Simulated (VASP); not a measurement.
Wanted: the native input for a VASP 6.6.1 run.

```
Task                   : relaxation of cell and atoms
Functional             : PBE
Potentials or basis    : VASP PAW PBE potentials, release 64 (C)
Cutoff                 : 600 eV
k mesh                 : 11 × 11 × 11
Occupations            : fermi-dirac, width 0.1 eV
Spin                   : no spin polarisation
Target pressure        : 5 GPa
Dipole correction      : no
Further INCAR settings : ALGO = Normal; EDIFF = 1e-07; IBRION = 2; EDIFFG = -0.02; NSW = 80; ISIF = 3
```

The structure of C lies in POSCAR:

```
C
1.0
    1.9500000000      0.0000000000      0.0000000000
    0.0000000000      1.9500000000      0.0000000000
    0.0000000000      0.0000000000      1.9500000000
C
1
Direct
    0.0000000000      0.0000000000      0.0000000000
```

These files were run (other wordings do the same):

INCAR

```
PREC = Accurate
ENCUT = 600
EDIFF = 1E-7
ISMEAR = -1
SIGMA = 0.1
LREAL = False
LASPH = True
NELM = 60
ALGO = Normal
ISIF = 3
LWAVE = False
LCHARG = False
GGA = PE
IBRION = 2
NSW = 80
EDIFFG = -0.02
PSTRESS = 50.0
```

KPOINTS

```
regular mesh
0
Gamma
  11 11 11
```

Potentials or basis: VASP PAW PBE potentials, release 64 (C).

The run is started by

```console
$ cat potpaw_PBE.64/C/POTCAR > POTCAR
$ mpirun -np 1 vasp_std > vasp.out
```

It gave:

```yaml
Relaxed_volume: 5.40 Å³/atom
Relaxed_cell: a = 1.755 Å, b = 1.755 Å, c = 1.755 Å, α = 90.00°, β = 90.00°, γ = 90.00°
Space_group_after_relaxing_to_0.05_Å: Pm-3m (No. 221)
Energy_change_on_relaxing_the_enthalpy_is_what_falls: -432.0 meV/atom
Ionic_steps: 3
Pressure_after_relaxing: 5.2 GPa
Band_gap_on_the_k_mesh: zero (band 2 reaches 20.94 eV, above the bottom of band 3 at 9.66 eV)
```

Caveat: the cell is relaxed towards a set pressure, so the enthalpy falls and the energy may rise; the volume moved by over 15 % at a fixed basis, so the end points are rough.

It took 3.6 s on 1 thread of Intel Xeon 6975P-C, with other jobs on the host, peak memory 0.11 GiB.
